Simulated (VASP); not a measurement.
# ZnSe (F-43m) in VASP: single point with HSE06

Aim: the single point of ZnSe with HSE06.

Program: VASP 6.6.1. These are calculated values, not measurements. Logs are shortened: lines on timing, memory, paths and dates and some standing lists are left out, and cuts for length are marked.

## Step 1: The cell of the first run

Symmetry: F-43m, No. 216, cubic system. Conventional cell: a = 5.665 Å, b = 5.665 Å, c = 5.665 Å, α = 90.00°, β = 90.00°, γ = 90.00°. Zn (site symmetry -43m) has 4 Se at 2.45 Å within 3.2 Å. Se (site symmetry -43m) has 4 Zn at 2.45 Å within 3.2 Å.

## Step 2: Single point, HSE06, non-collinear spin, zero start, spin-orbit coupling

POSCAR

```
ZnSe
1.0
    0.0000000000      2.8324206823      2.8324206823
    2.8324206823      0.0000000000      2.8324206823
    2.8324206823      2.8324206823      0.0000000000
Zn Se
1 1
Direct
    0.0000000000      0.0000000000      0.0000000000
    0.2500000000      0.2500000000      0.2500000000
```

INCAR.step1

```
PREC = Accurate
ENCUT = 520
EDIFF = 1E-5
ISMEAR = 0
SIGMA = 0.01
LREAL = F
LASPH = T
NELM = 150
ALGO = Normal
ISIF = 2
LWAVE = T
LCHARG = F
LNONCOLLINEAR = T
MAGMOM = 0 0 0 0 0 0
LORBIT = 11
LSORBIT = T
GGA_COMPAT = F
LORBMOM = T
NBANDS = 30
GGA = PE
```

INCAR.step2

```
PREC = Accurate
ENCUT = 520
EDIFF = 1E-6
ISMEAR = 0
SIGMA = 0.01
LREAL = F
LASPH = T
NELM = 150
ALGO = Normal
ISIF = 2
LWAVE = F
LCHARG = F
LNONCOLLINEAR = T
MAGMOM = 0 0 0 0 0 0
LORBIT = 11
LSORBIT = T
GGA_COMPAT = F
LORBMOM = T
GGA = PE
LHFCALC = T
HFSCREEN = 0.2079
PRECFOCK = Normal
NBANDS = 30
ISTART = 1
```

KPOINTS

```
Automatic mesh
0
Gamma
  4 4 4
```

Potentials or basis: VASP PAW PBE potentials, release 64 (Zn, Se).

On the command line:

```bash
> cat potpaw_PBE.64/Zn/POTCAR potpaw_PBE.64/Se/POTCAR > POTCAR
> cp INCAR.step1 INCAR
> mpirun -np 1 vasp_ncl > vasp.out
> cp INCAR.step2 INCAR
> mpirun -np 1 vasp_ncl > vasp.out
```

OUTCAR:

```text
PREC = Accurate
   ENCUT = 520
   EDIFF = 1E-6
   ISMEAR = 0
   LREAL = F
   LASPH = T
   NELM = 150
   ISIF = 2
   LNONCOLLINEAR = T
   LORBIT = 11
   LSORBIT = T
   GGA = PE
   LHFCALC = T
   HFSCREEN = 0.2079
   PRECFOCK = Normal
   ISTART = 1

 ion  position               nearest neighbor table
   1  0.000  0.000  0.000-   2 2.45   2 2.45   2 2.45   2 2.45
   2  0.250  0.250  0.250-   1 2.45   1 2.45   1 2.45   1 2.45

  LATTYP: Found a face centered cubic cell.
 ALAT       =     5.6648413646

  Lattice vectors:

 A1 = (   0.0000000000,   2.8324206823,   2.8324206823)
 A2 = (   2.8324206823,   0.0000000000,   2.8324206823)
 A3 = (   2.8324206823,   2.8324206823,   0.0000000000)

Analysis of symmetry for initial positions (statically):
=====================================================================
 Subroutine PRICEL returns:
 Original cell was already a primitive cell.

 Routine SETGRP: Setting up the symmetry group for a
 face centered cubic supercell.

 Subroutine GETGRP returns: Found 24 space group operations
 (whereof 24 operations were pure point group operations)
 out of a pool of 48 trial point group operations.

The static configuration has the point symmetry T_d .

Analysis of symmetry for dynamics (positions and initial velocities):
=====================================================================
 Subroutine PRICEL returns:
 Original cell was already a primitive cell.

 Routine SETGRP: Setting up the symmetry group for a
 face centered cubic supercell.

 Subroutine GETGRP returns: Found 24 space group operations
 (whereof 24 operations were pure point group operations)
 out of a pool of 48 trial point group operations.

The dynamic configuration has the point symmetry T_d .

Analysis of structural, dynamic, and magnetic symmetry:
=====================================================================
 Subroutine PRICEL returns:
 Original cell was already a primitive cell.

 Routine SETGRP: Setting up the symmetry group for a
 face centered cubic supercell.

 Subroutine GETGRP returns: Found 24 space group operations
 (whereof 24 operations were pure point group operations)
 out of a pool of 48 trial point group operations.

The overall configuration has the point symmetry T_d .

 Subroutine INISYM returns: Found 24 space group operations
 (whereof 24 operations are pure point group operations),
 and found     1 'primitive' translations

----------------------------------------------------------------------------------------

                                     Primitive cell

  volume of cell :      45.4468

  direct lattice vectors                    reciprocal lattice vectors
     0.000000000  2.832420682  2.832420682    -0.176527450  0.176527450  0.176527450
     2.832420682  0.000000000  2.832420682     0.176527450 -0.176527450  0.176527450
     2.832420682  2.832420682  0.000000000     0.176527450  0.176527450 -0.176527450

  length of vectors
     4.005647743  4.005647743  4.005647743     0.305754512  0.305754512  0.305754512

  position of ions in fractional coordinates (direct lattice)
     0.000000000  0.000000000  0.000000000
     0.250000000  0.250000000  0.250000000

  ion indices of the primitive-cell ions
   primitive index   ion index
                 1           1
                 2           2

----------------------------------------------------------------------------------------

 KPOINTS: Automatic mesh

Automatic generation of k-mesh.
 Grid dimensions read from file:
 generate k-points for:    4    4    4

 Generating k-lattice:

  Cartesian coordinates                     Fractional coordinates (reciprocal lattice)
    -0.044131862  0.044131862  0.044131862     0.250000000  0.000000000  0.000000000
[... 86 lines left out ...]
 maximum number of plane-waves:      2486
 NGX is ok and might be reduce to    30
  NGX = 24; NGY = 24; NGZ = 24

 number of electron      18.0000011 magnetization       0.0000000     -0.0000000      0.0000000

 number of electron      18.0000011 magnetization      -0.0000000      0.0000000     -0.0000000

 Free energy of the ion-electron system (eV)
  ---------------------------------------------------
  ext. energy  EPLUGINS =         0.00000000
  ---------------------------------------------------
  free energy    TOTEN  =        -7.39649427 eV

  energy without entropy =       -7.39649427  energy(sigma->0) =       -7.39649427

 E-fermi :   1.1841     XC(G=0):  -7.7319

 val. band max:        1.1243608364   @ k =   0.0000   0.0000   0.0000
 cond. band min:       3.4178170099   @ k =   0.0000   0.0000   0.0000
 fundamental gap:      2.2934561736
 Fermi energy:         1.1841060442

 k-point     1 :       0.0000    0.0000    0.0000
  band No.  band energies     occupation
      1     -13.3834      1.00000
      2     -13.3834      1.00000
      3      -7.3360      1.00000
      4      -7.3360      1.00000
      5      -7.3360      1.00000
      6      -7.3360      1.00000
[... 319 lines left out ...]
     29      16.2329      0.00000
     30      16.2939      0.00000

------------------------ aborting loop because EDIFF is reached ----------------------------------------

  FORCE on cell =-STRESS in cart. coord.  units (eV):
  Direction    XX          YY          ZZ          XY          YZ          ZX
  --------------------------------------------------------------------------------------
  -------------------------------------------------------------------------------------
  Total        0.4385467      0.4385467      0.4385467     -0.0000000     -0.0000000     -0.0000000
  in kB       15.4604881     15.4604881     15.4604881     -0.0000000     -0.0000000     -0.0000000
  external PRESSURE =      15.4604881 kB  Pullay stress =       0.0000000 kB

 VOLUME and BASIS-vectors are now :
 -----------------------------------------------------------------------------
  energy-cutoff  :      520.00
  volume of cell :       45.45
      direct lattice vectors                 reciprocal lattice vectors
     0.000000000  2.832420682  2.832420682    -0.176527450  0.176527450  0.176527450
     2.832420682  0.000000000  2.832420682     0.176527450 -0.176527450  0.176527450
     2.832420682  2.832420682  0.000000000     0.176527450  0.176527450 -0.176527450

 POSITION                                       TOTAL-FORCE (eV/Angst)
 -----------------------------------------------------------------------------------
      0.00000      0.00000      0.00000        -0.000000     -0.000000     -0.000000
      1.41621      1.41621      1.41621         0.000000      0.000000      0.000000
 -----------------------------------------------------------------------------------
    total drift:                                0.000008      0.000010     -0.000000

  FREE ENERGIE OF THE ION-ELECTRON SYSTEM (eV)
  ---------------------------------------------------
  free  energy   TOTEN  =        -7.3964942682 eV

  energy  without entropy=       -7.3964942682  energy(sigma->0) =       -7.39649427

 orbital moment (x)

 # of ion     p       d       tot
 ----------------------------------------
  1         0.000  -0.000  -0.000
  2         0.000  -0.000   0.000
 ----------------------------------------
            0.000  -0.000   0.000

 orbital moment (y)

 # of ion     p       d       tot
 ----------------------------------------
  1         0.000  -0.000  -0.000
  2         0.000  -0.000   0.000
 ----------------------------------------
            0.000  -0.000   0.000

 orbital moment (z)

 # of ion     p       d       tot
 ----------------------------------------
  1         0.000  -0.000  -0.000
  2         0.000  -0.000   0.000
 ----------------------------------------
            0.000  -0.000   0.000

 Spin-Orbit-Coupling matrix elements

 Ion:    1  E_soc:     -0.0077333
 l=   1
     0.0000000    -0.0004145    -0.0004145
    -0.0004145     0.0000000    -0.0004145
    -0.0004145    -0.0004145     0.0000000
 l=   2
     0.0000000    -0.0001803     0.0000000    -0.0001803    -0.0006941
    -0.0001803     0.0000000    -0.0005206    -0.0001803    -0.0001735
     0.0000000    -0.0005206     0.0000000    -0.0005206     0.0000000
    -0.0001803    -0.0001803    -0.0005206     0.0000000    -0.0001735
    -0.0006941    -0.0001735     0.0000000    -0.0001735     0.0000000
 l=   3
     0.0000000     0.0000000     0.0000000     0.0000000     0.0000000     0.0000000     0.0000000
     0.0000000     0.0000000     0.0000000     0.0000000     0.0000000     0.0000000     0.0000000
     0.0000000     0.0000000     0.0000000     0.0000000     0.0000000     0.0000000     0.0000000
     0.0000000     0.0000000     0.0000000     0.0000000     0.0000000     0.0000000     0.0000000
     0.0000000     0.0000000     0.0000000     0.0000000     0.0000000     0.0000000     0.0000000
     0.0000000     0.0000000     0.0000000     0.0000000     0.0000000     0.0000000     0.0000000
     0.0000000     0.0000000     0.0000000     0.0000000     0.0000000     0.0000000     0.0000000

 Ion:    2  E_soc:     -0.0348540
 l=   1
     0.0000000    -0.0058022    -0.0058022
    -0.0058022     0.0000000    -0.0058022
    -0.0058022    -0.0058022     0.0000000
 l=   2
     0.0000000    -0.0000038     0.0000000    -0.0000038    -0.0000030
    -0.0000038     0.0000000    -0.0000023    -0.0000038    -0.0000008
     0.0000000    -0.0000023     0.0000000    -0.0000023     0.0000000
    -0.0000038    -0.0000038    -0.0000023     0.0000000    -0.0000008
    -0.0000030    -0.0000008     0.0000000    -0.0000008     0.0000000
 l=   3
     0.0000000     0.0000000     0.0000000     0.0000000     0.0000000     0.0000000     0.0000000
     0.0000000     0.0000000     0.0000000     0.0000000     0.0000000     0.0000000     0.0000000
     0.0000000     0.0000000     0.0000000     0.0000000     0.0000000     0.0000000     0.0000000
     0.0000000     0.0000000     0.0000000     0.0000000     0.0000000     0.0000000     0.0000000
     0.0000000     0.0000000     0.0000000     0.0000000     0.0000000     0.0000000     0.0000000
     0.0000000     0.0000000     0.0000000     0.0000000     0.0000000     0.0000000     0.0000000
     0.0000000     0.0000000     0.0000000     0.0000000     0.0000000     0.0000000     0.0000000

 total charge

# of ion       s       p       d       tot
------------------------------------------
    1        0.491   0.442   9.824  10.758
    2        1.439   2.509   0.027   3.975
--------------------------------------------------
tot          1.931   2.952   9.850  14.733

 magnetization (x)

# of ion       s       p       d       tot
------------------------------------------
    1        0.000   0.000   0.000   0.000
    2       -0.000   0.000  -0.000   0.000
--------------------------------------------------
tot          0.000   0.000   0.000   0.000

 magnetization (y)

# of ion       s       p       d       tot
------------------------------------------
    1        0.000   0.000   0.000   0.000
    2        0.000   0.000   0.000   0.000
--------------------------------------------------
tot          0.000   0.000   0.000   0.000

 magnetization (z)

# of ion       s       p       d       tot
------------------------------------------
    1        0.000  -0.000  -0.000   0.000
    2       -0.000   0.000   0.000   0.000
--------------------------------------------------
tot          0.000  -0.000  -0.000   0.000
```

It took 38 min on 1 thread of AMD EPYC 7R13 (Zen 3), shared host; peak memory 0.37 GiB.

Results:

* Free energy: -7.3965 eV
* Pressure: 1.5 GPa
* Net moment: 0.00 μB per cell
* Valence electrons inside the program's atomic spheres: Zn 10.76; Se 3.98

Moments on the atoms (μB; x, y, z):
```
Zn  0.00 0.00 0.00
Se  0.00 0.00 0.00
```

Caveat: the k points lie up to 0.48 Å⁻¹ apart; the PAW data sets were made with another functional, which shifts forces and pressure a little.
